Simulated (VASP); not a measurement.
# C (Fd-3m) in VASP: a series of runs

Runs on C. Level: PBEsol. Tasks: single point, relaxation of cell and atoms.

All numbers are computed with VASP 6.6.1; they aren't measurements. Logs are shortened: lines on timing, memory, paths and dates and some standing lists are left out, and cuts for length are marked.

## 1. The cell of the first run

It takes space group Fd-3m (No. 227, cubic). Conventional cell: a = 3.554 Å, b = 3.554 Å, c = 3.554 Å, α = 90.00°, β = 90.00°, γ = 90.00°. C (site symmetry -43m) has 4 C at 1.54 Å within 2.1 Å.

## 2. Single point, PBEsol

The input, INCAR:

```
SYSTEM = C
ALGO = Normal ; EDIFF = 1E-6
ENCUT = 520 ; GGA = PS
ISIF = 2 ; ISMEAR = 0
LASPH = .TRUE. ; LCHARG = .FALSE.
LREAL = .FALSE. ; LWAVE = .FALSE.
NBANDS = 11 ; NELM = 60
PREC = Accurate ; SIGMA = 0.02
```

The input, KPOINTS:

```
k-points
0
G
  12 12 12
  0 0 0
```

The input, POSCAR:

```
C
1.0
    0.0000000000      1.7768737723      1.7768737723
    1.7768737723      0.0000000000      1.7768737723
    1.7768737723      1.7768737723      0.0000000000
C
2
Direct
    0.7500000000      0.7500000000      0.7500000000
    0.5000000000      0.5000000000      0.5000000000
```

Potentials or basis: VASP PAW PBE potentials, release 64 (C).

Run with:

```sh
cat potpaw_PBE.64/C/POTCAR > POTCAR
mpirun -np 1 vasp_std > vasp.out
```

OUTCAR:

```text
SYSTEM = C
   EDIFF = 1E-6
   ENCUT = 520
   GGA = PS
   ISIF = 2
   ISMEAR = 0
   LASPH = .TRUE.
   LREAL = .FALSE.
   NELM = 60
   PREC = Accurate

 ion  position               nearest neighbor table
   1  0.750  0.750  0.750-   2 1.54   2 1.54   2 1.54   2 1.54
   2  0.500  0.500  0.500-   1 1.54   1 1.54   1 1.54   1 1.54

  LATTYP: Found a face centered cubic cell.
 ALAT       =     3.5537475446

  Lattice vectors:

 A1 = (   0.0000000000,   1.7768737723,   1.7768737723)
 A2 = (   1.7768737723,   0.0000000000,   1.7768737723)
 A3 = (   1.7768737723,   1.7768737723,   0.0000000000)

Analysis of symmetry for initial positions (statically):
=====================================================================
 Subroutine PRICEL returns:
 Original cell was already a primitive cell.

 Routine SETGRP: Setting up the symmetry group for a
 face centered cubic supercell.

 Subroutine GETGRP returns: Found 48 space group operations
 (whereof 24 operations were pure point group operations)
 out of a pool of 48 trial point group operations.

The static configuration has the point symmetry T_d .
 The point group associated with its full space group is O_h .

Analysis of symmetry for dynamics (positions and initial velocities):
=====================================================================
 Subroutine PRICEL returns:
 Original cell was already a primitive cell.

 Routine SETGRP: Setting up the symmetry group for a
 face centered cubic supercell.

 Subroutine GETGRP returns: Found 48 space group operations
 (whereof 24 operations were pure point group operations)
 out of a pool of 48 trial point group operations.

The dynamic configuration has the point symmetry T_d .
 The point group associated with its full space group is O_h .

 Subroutine INISYM returns: Found 48 space group operations
 (whereof 24 operations are pure point group operations),
 and found     1 'primitive' translations

----------------------------------------------------------------------------------------

                                     Primitive cell

  volume of cell :      11.2202

  direct lattice vectors                    reciprocal lattice vectors
     0.000000000  1.776873772  1.776873772    -0.281393089  0.281393089  0.281393089
     1.776873772  0.000000000  1.776873772     0.281393089 -0.281393089  0.281393089
     1.776873772  1.776873772  0.000000000     0.281393089  0.281393089 -0.281393089

  length of vectors
     2.512878987  2.512878987  2.512878987     0.487387127  0.487387127  0.487387127

  position of ions in fractional coordinates (direct lattice)
     0.750000000  0.750000000  0.750000000
     0.500000000  0.500000000  0.500000000

  ion indices of the primitive-cell ions
   primitive index   ion index
                 1           1
                 2           2

----------------------------------------------------------------------------------------

 KPOINTS: k-points

Automatic generation of k-mesh.
 Grid dimensions read from file:
 generate k-points for:   12   12   12

 Generating k-lattice:

  Cartesian coordinates                     Fractional coordinates (reciprocal lattice)
    -0.023449424  0.023449424  0.023449424     0.083333333  0.000000000  0.000000000
     0.023449424 -0.023449424  0.023449424     0.000000000  0.083333333  0.000000000
     0.023449424  0.023449424 -0.023449424     0.000000000  0.000000000  0.083333333

  Length of vectors
     0.040615594  0.040615594  0.040615594

  Shift w.r.t. Gamma in fractional coordinates (k-lattice)
     0.000000000  0.000000000  0.000000000

 Subroutine IBZKPT returns following result:
 ===========================================

 Found     72 irreducible k-points:

 Following reciprocal coordinates:
            Coordinates               Weight
  0.000000  0.000000  0.000000      1.000000
  0.083333  0.000000  0.000000      8.000000
  0.166667  0.000000  0.000000      8.000000
  0.250000  0.000000  0.000000      8.000000
  0.333333  0.000000  0.000000      8.000000
  0.416667  0.000000  0.000000      8.000000
[... 16 lines left out ...]
  0.500000  0.166667  0.000000     24.000000
 -0.416667  0.166667  0.000000     24.000000
 [... further k-points ...]
   k-points           NKPTS =     72   k-points in BZ     NKDIM =     72   number of bands    NBANDS=     11
   number of dos      NEDOS =    301   number of ions     NIONS =      2
   total plane-waves  NPLWV =   8000
   dimension x,y,z NGX =    20 NGY =   20 NGZ =   20
   dimension x,y,z NGXF=    40 NGYF=   40 NGZF=   40
   ions per type =               2
   NGX,Y,Z   is equivalent  to a cutoff of  13.23, 13.23, 13.23 a.u.
   NGXF,Y,Z  is equivalent  to a cutoff of  26.46, 26.46, 26.46 a.u.
 SYSTEM =  C
   PREC   = accura    normal or accurate (medium, high low for compatibility)
   ISTART =      0    job   : 0-new  1-cont  2-samecut
   ICHARG =      2    charge: 1-file 2-atom 10-const
   ISPIN  =      1    spin polarized calculation?
   LNONCOLLINEAR =      F non collinear calculations
   LSORBIT =      F    spin-orbit coupling
   LASPH  =      T    aspherical Exc in radial PAW
   ENCUT  =  520.0 eV  38.22 Ry    6.18 a.u.   4.67  4.67  4.67*2*pi/ulx,y,z
   NELM   =     60;   NELMIN=  2; NELMDL= -5     # of ELM steps
   EDIFF  = 0.1E-05   stopping-criterion for ELM
   LREAL  =      F    real-space projection
   EDIFFG = 0.1E-04   stopping-criterion for IOM
   NSW    =      0    number of steps for IOM
   IBRION =     -1    ionic relax: 0-MD 1-quasi-New 2-CG
   NFREE  =      0    steps in history (QN), initial steepest desc. (CG)
   ISIF   =      2    stress and relaxation
   ISYM   =      2    0-nonsym 1-usesym 2-fastsym
   POTIM  = 0.5000    time-step for ionic-motion
   TEBEG  =    0.0;   TEEND  =   0.0 temperature during run
   PSTRESS=    0.0 pullay stress
   NELECT =       8.0000    total number of electrons
   NUPDOWN=      -1.0000    fix difference up-down
   EMIN   =  10.00;   EMAX   =-10.00  energy-range for DOS
   EFERMI =   0.00;   METHOD = LEGACY
   ISMEAR =     0;   SIGMA  =   0.02  broadening in eV -4-tet -1-fermi 0-gaus
   EFERMI_NEDOS =   21; number of points for ismear=-14 and -15
   IALGO  =     38    algorithm
   IMIX   =      4    mixing-type and parameters
     AMIX     =   0.40;   BMIX     =  1.00
     AMIX_MAG =   1.60;   BMIX_MAG =  1.00
  volume/ion in A,a.u.               =       5.61        37.86
  Fermi-wavevector in a.u.,A,eV,Ry     =   1.462530  2.763782 29.102798  2.138995
  Thomas-Fermi vector in A             =   2.578733
   LORBIT       =      0    0 simple, 1 ext, 2 COOP (PROOUT), +10 PAW based schemes
   GGA     = PS    functional components
   LHFCALC =     F    Hartree Fock is set to
   AEXX    =    0.0000 exact exchange contribution
   IVDW    =     0    specifies the selected vdW correction
   LEPSILON=     F    determine dielectric tensor
   LRPA    =     F    only Hartree local field effects (RPA)
 non-spin polarized calculation
 Gauss-broadening in eV      SIGMA  =   0.02
  energy-cutoff  :      520.00
  volume of cell :       11.22
 maximum number of plane-waves:       311
   NGX =  9   NGY =  9   NGZ =  9

 number of electron       7.9999999 magnetization

 Free energy of the ion-electron system (eV)
  ---------------------------------------------------
  ext. energy  EPLUGINS =         0.00000000
  ---------------------------------------------------
  free energy    TOTEN  =       -19.24969628 eV

  energy without entropy =      -19.24969628  energy(sigma->0) =      -19.24969628

 E-fermi :  10.0331     XC(G=0): -13.4870

 val. band max:        9.8685023999   @ k =   0.0000   0.0000   0.0000
 cond. band min:      13.9291906549   @ k =   0.3333   0.3333   0.0000
 fundamental gap:      4.0606882550
 Fermi energy:        10.0330881935

 k-point     1 :       0.0000    0.0000    0.0000
  band No.  band energies     occupation
      1     -11.8013      2.00000
      2       9.8685      2.00000
      3       9.8685      2.00000
      4       9.8685      2.00000
      5      15.4377      0.00000
      6      15.4377      0.00000
      7      15.4377      0.00000
      8      23.4875      0.00000
      9      28.9673      0.00000
     10      36.4574      0.00000
     11      36.4574      0.00000

 k-point     2 :       0.0833    0.0000    0.0000
  band No.  band energies     occupation
      1     -11.6069      2.00000
      2       8.6226      2.00000
      3       9.5388      2.00000
      4       9.5388      2.00000
      5      15.8692      0.00000
      6      15.8692      0.00000
      7      16.1706      0.00000
      8      23.6342      0.00000
      9      29.2951      0.00000
     10      34.2105      0.00000
     11      34.2105      0.00000

 k-point     3 :       0.1667    0.0000    0.0000
  band No.  band energies     occupation
      1     -11.0263      2.00000
      2       6.0605      2.00000
      3       8.8260      2.00000
      4       8.8260      2.00000
      5      16.8008      0.00000
      6      16.8008      0.00000
      7      17.2931      0.00000
      8      24.0498      0.00000
      9      29.9807      0.00000
     10      32.5905      0.00000
     11      32.5905      0.00000
[... 267 lines left out ...]
 k-point    23 :       0.5000    0.1667    0.0000
  band No.  band energies     occupation
      1      -5.9591      2.00000
      2      -2.3050      2.00000
      3       4.8192      2.00000
      4       5.8365      2.00000
      5      16.8935      0.00000
      6      20.6085      0.00000
      7      21.2174      0.00000
      8      24.1407      0.00000
      9      29.9277      0.00000
     10      33.7539      0.00000
     11      36.4468      0.00000

 k-point    24 :      -0.4167    0.1667    0.0000
  band No.  band energies     occupation
      1      -5.5080      2.00000
      2      -2.8437      2.00000
      3       4.3221      2.00000
      4       6.2229      2.00000
      5      17.3367      0.00000
      6      20.1121      0.00000
      7      21.1897      0.00000
      8      25.3383      0.00000
      9      29.2233      0.00000
     10      34.0091      0.00000
     11      34.4790      0.00000

 [... further k-points ...]

------------------------ aborting loop because EDIFF is reached ----------------------------------------

  FORCE on cell =-STRESS in cart. coord.  units (eV):
  Direction    XX          YY          ZZ          XY          YZ          ZX
  --------------------------------------------------------------------------------------
  -------------------------------------------------------------------------------------
  Total        0.0789368      0.0789368      0.0789368      0.0000000     -0.0000000      0.0000000
  in kB       11.2717224     11.2717224     11.2717224      0.0000000     -0.0000000      0.0000000
  external PRESSURE =      11.2717224 kB  Pullay stress =       0.0000000 kB

 VOLUME and BASIS-vectors are now :
 -----------------------------------------------------------------------------
  energy-cutoff  :      520.00
  volume of cell :       11.22
      direct lattice vectors                 reciprocal lattice vectors
     0.000000000  1.776873772  1.776873772    -0.281393089  0.281393089  0.281393089
     1.776873772  0.000000000  1.776873772     0.281393089 -0.281393089  0.281393089
     1.776873772  1.776873772  0.000000000     0.281393089  0.281393089 -0.281393089

 POSITION                                       TOTAL-FORCE (eV/Angst)
 -----------------------------------------------------------------------------------
      2.66531      2.66531      2.66531         0.000000      0.000000      0.000000
      1.77687      1.77687      1.77687        -0.000000     -0.000000     -0.000000
 -----------------------------------------------------------------------------------
    total drift:                                0.000000     -0.000000      0.000000

  FREE ENERGIE OF THE ION-ELECTRON SYSTEM (eV)
  ---------------------------------------------------
  free  energy   TOTEN  =       -19.2496962754 eV

  energy  without entropy=      -19.2496962754  energy(sigma->0) =      -19.24969628
```

It took 7.4 s on 1 thread of Intel Xeon Platinum 8488C (Sapphire Rapids), shared host; peak memory 0.12 GiB.

What came out:

| Item | Value |
| --- | --- |
| Free energy | -19.2497 eV |
| Pressure | 1.1 GPa |
| Band gap on the k mesh | 4.06 eV, indirect (least direct gap 5.57 eV) |

Caveat: the PAW data sets were made with another functional, which shifts forces and pressure a little.

## 3. Relaxation of cell and atoms, PBEsol

The input, INCAR:

```
ALGO = Normal
EDIFF = 1E-6
EDIFFG = -0.01
ENCUT = 600
GGA = PS
IBRION = 2
ISIF = 3
ISMEAR = 0
LASPH = T
LCHARG = F
LREAL = F
LWAVE = F
NELM = 100
NSW = 100
PREC = Accurate
SIGMA = 0.02
```

The input, KPOINTS:

```
k-points
0
Gamma
  12 12 12
```

POSCAR is that of step 2.

Potentials or basis: VASP PAW PBE potentials, release 64 (C).

Run with:

```sh
cat potpaw_PBE.64/C/POTCAR > POTCAR
mpirun -np 1 vasp_std > vasp.out
```

OUTCAR:

```text
EDIFF = 1E-6
   EDIFFG = -0.01
   ENCUT = 600
   GGA = PS
   IBRION = 2
   ISIF = 3
   ISMEAR = 0
   LASPH = T
   LREAL = F
   NELM = 100
   NSW = 100
   PREC = Accurate

 ion  position               nearest neighbor table
   1  0.750  0.750  0.750-   2 1.54   2 1.54   2 1.54   2 1.54
   2  0.500  0.500  0.500-   1 1.54   1 1.54   1 1.54   1 1.54

  LATTYP: Found a face centered cubic cell.
 ALAT       =     3.5537475446

  Lattice vectors:

 A1 = (   0.0000000000,   1.7768737723,   1.7768737723)
 A2 = (   1.7768737723,   0.0000000000,   1.7768737723)
 A3 = (   1.7768737723,   1.7768737723,   0.0000000000)

Analysis of symmetry for initial positions (statically):
=====================================================================
 Subroutine PRICEL returns:
[... 260 lines left out ...]
 fundamental gap:      4.0587431421
 Fermi energy:        10.0427596963

 k-point     1 :       0.0000    0.0000    0.0000
  band No.  band energies     occupation
      1     -11.8030      2.00000
      2       9.8520      2.00000
      3       9.8520      2.00000
      4       9.8520      2.00000
      5      15.4188      0.00000
      6      15.4188      0.00000
      7      15.4188      0.00000
      8      23.4469      0.00000
[... 243 lines left out ...]
 k-point    24 :      -0.4167    0.1667    0.0000
  band No.  band energies     occupation
      1      -5.5170      2.00000
      2      -2.8508      2.00000
      3       4.3099      2.00000
      4       6.2101      2.00000
      5      17.3164      0.00000
      6      20.0880      0.00000
      7      21.1588      0.00000
      8      25.3051      0.00000

 [... further k-points ...]

------------------------ aborting loop because EDIFF is reached ----------------------------------------

  FORCE on cell =-STRESS in cart. coord.  units (eV):
  Direction    XX          YY          ZZ          XY          YZ          ZX
  --------------------------------------------------------------------------------------
  -------------------------------------------------------------------------------------
  Total        0.0001192      0.0001192      0.0001192     -0.0000000     -0.0000000      0.0000000
  in kB        0.0170062      0.0170062      0.0170062     -0.0000000     -0.0000000      0.0000000
  external PRESSURE =       0.0170062 kB  Pullay stress =       0.0000000 kB
[... 17 lines left out ...]
  FREE ENERGIE OF THE ION-ELECTRON SYSTEM (eV)
  ---------------------------------------------------
  free  energy   TOTEN  =       -19.2542614688 eV

  energy  without entropy=      -19.2542614688  energy(sigma->0) =      -19.25426147

 reached required accuracy - stopping structural energy minimisation
```

CONTCAR:

```text
C
   1.00000000000000
     0.0000000000000000    1.7774825964687759    1.7774825964687759
     1.7774825964687759   -0.0000000000000000    1.7774825964687759
     1.7774825964687759    1.7774825964687759   -0.0000000000000000
  C
     2
Direct
     0.7500000000000000    0.7500000000000000    0.7500000000000000
     0.5000000000000000    0.5000000000000000    0.5000000000000000

  0.00000000E+00  0.00000000E+00  0.00000000E+00
  0.00000000E+00  0.00000000E+00  0.00000000E+00
```

Run time: 12 s. Hardware: 1 thread of Intel Xeon Platinum 8488C (Sapphire Rapids), shared host; peak memory 0.12 GiB.

Results:

```
Free energy                            : -19.2543 eV
Relaxed volume                         : 5.62 Å³/atom
Relaxed cell                           : a = 2.514 Å, b = 2.514 Å, c = 2.514 Å, α = 60.00°, β = 60.00°, γ = 60.00°
Space group after relaxing (to 0.05 Å) : Fd-3m (No. 227)
Energy gained by relaxing              : 0.0 meV/atom
Ionic steps                            : 3
Pressure after relaxing                : 0.0 GPa
Band gap on the k mesh                 : 4.06 eV, indirect (least direct gap 5.57 eV)
```

Final structure:
```
CELL_PARAMETERS angstrom
0.00000 1.77748 1.77748
1.77748 0.00000 1.77748
1.77748 1.77748 0.00000
ATOMIC_POSITIONS crystal
C 0.75000 0.75000 0.75000
C 0.50000 0.50000 0.50000
```

Caveat: the PAW data sets were made with another functional, which shifts forces and pressure a little.

## 4. Single point, PBEsol

The input, INCAR:

```
SYSTEM = C
ALGO = Normal ; EDIFF = 1E-6
ENCUT = 910 ; GGA = PS
GGA_COMPAT = .FALSE. ; ISIF = 2
ISMEAR = 0 ; LASPH = .TRUE.
LCHARG = .FALSE. ; LREAL = .FALSE.
LWAVE = .FALSE. ; NBANDS = 11
NELM = 120 ; PREC = Accurate
SIGMA = 0.02
```

The input, KPOINTS:

```
k-points
0
G
  12 12 12
  0 0 0
```

POSCAR is that of step 3.

Potentials or basis: VASP PAW PBE potentials, release 64 (C_h).

Run with:

```sh
cat potpaw_PBE.64/C_h/POTCAR > POTCAR
mpirun -np 1 vasp_std > vasp.out
```

It used 29 s of CPU time on 1 thread of AMD EPYC 7R13 Processor (Zen 3), on a shared host.

Results (log left out):

* Free energy: -19.2763 eV
* Pressure: 0.0 GPa
* Band gap on the k mesh: 4.07 eV, indirect (least direct gap 5.58 eV)

Levels at points of the mesh, in eV from the valence-band top:
```csv
k point,band 1,band 2,band 3,band 4,band 5,band 6,band 7,band 8
"(0.00, 0.00, 0.00)",-21.67,0.00,0.00,0.00,5.58,5.58,5.58,13.63
"(0.50, 0.00, 0.00)",-15.77,-13.58,-2.84,-2.84,8.43,8.43,8.99,15.59
"(0.50, 0.50, 0.00)",-12.85,-12.85,-6.40,-6.40,4.63,4.63,16.95,16.95
```

Caveat: the cutoff is under 1.25 times the usual one of these potentials, so pressure, stress and relaxed cells hold a basis-set (Pulay) error; the PAW data sets were made with another functional, which shifts forces and pressure a little. A k mesh can miss the band edges.

## 5. Summary

| task | potentials or basis | cell | cutoff (eV) | second run | gap on the mesh (eV) | pressure (GPa) |
| --- | --- | --- | --- | --- | --- | --- |
| single point | VASP PAW PBE potentials, release 64 (C) | as given | 520 | - | 4.06 | 1.1 |
| relaxation of cell and atoms | VASP PAW PBE potentials, release 64 (C) | relaxed | 600 | - | 4.06 | 0.0 |
| single point | VASP PAW PBE potentials, release 64 (C_h) | as given | 910 | hard_potentials | 4.07 | 0.0 |

Alike in all rows: level PBEsol; no spin polarisation; k mesh 12 × 12 × 12; smearing gaussian 0.02 eV.

Caveats: the PAW data sets were made with another functional, which shifts forces and pressure a little; the cutoff is under 1.25 times the usual one of these potentials, so pressure, stress and relaxed cells hold a basis-set (Pulay) error (some runs).

Total energies depend on the potentials used, so only differences within one code and one set of settings carry meaning.
